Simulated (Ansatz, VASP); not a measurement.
## Two plane-wave programs on C

File INCAR:

```
SYSTEM = C
  AGGAC = 1.0
  AGGAX = 1.0
  ALDAC = 0.0
  ALDAX = 1.0
  ALGO = Normal
  EDIFF = 1E-6
  ENCUT = 520
  GGA = B5
  ISIF = 2
  ISMEAR = -1
  LASPH = .True.
  LCHARG = .False.
  LREAL = .False.
  LWAVE = .False.
  NBANDS = 8
  NELM = 100
  PREC = Accurate
  SIGMA = 0.1
```

KPOINTS

```
k-points
0
Gamma
  19 19 19
  0 0 0
```

Contents of POSCAR:

```
C
1.0
    1.8726627510      0.0000000000      0.0000000000
    0.0000000000      1.8726627510      0.0000000000
    0.0000000000      0.0000000000      1.8726627510
C
1
Direct
    0.0000000000      0.0000000000      0.0000000000
```

Input for Ansatz:

```yaml
crystal:
  lattice:
    - [1.872662751, 0.0, 0.0]
    - [0.0, 1.872662751, 0.0]
    - [0.0, 0.0, 1.872662751]
  atoms:
    - { symbol: C, position: [0.0, 0.0, 0.0] }
hamiltonian:
  xc: blyp
  pseudopotentials:
    kind: paw
    azcp:
      C: "pseudopotentials/C.paw.azcp"
basis:
  ecutwfc: 420
  fft_grid_basis: typed
kpoints:
  mp_grid: { grid: [19, 19, 19], shift: [0, 0, 0] }
magnetization:
  spin_polarized: false
scf:
  occupations: { method: fermi_dirac, width: 0.1 }
  lower_state_search: "off"
output:
  stress: true
  write_density: true
  write_potential: true
  elf: true
  volumetric_format: npy
```

Alike in both runs: task single point; functional BLYP; k mesh 19 × 19 × 19; occupations fermi-dirac, width 0.1 eV; no spin polarisation.

|  | VASP | Ansatz |
| --- | --- | --- |
| version | VASP 6.6.1 | Ansatz 0.2.0 |
| potentials or method | VASP PAW PBE potentials, release 64 (C), cutoff 520 eV | plane waves (420 eV) with PAW, scalar-relativistic |
| valence electrons in the cell | 4 | 4 |

Ansatz gave:

| Quantity | Value |
| --- | --- |
| pressure (GPa) | -24.4 |

What did VASP give for the same quantities?

Pressure (GPa): -24.2.

VASP's potentials were made for PBE, not for BLYP.
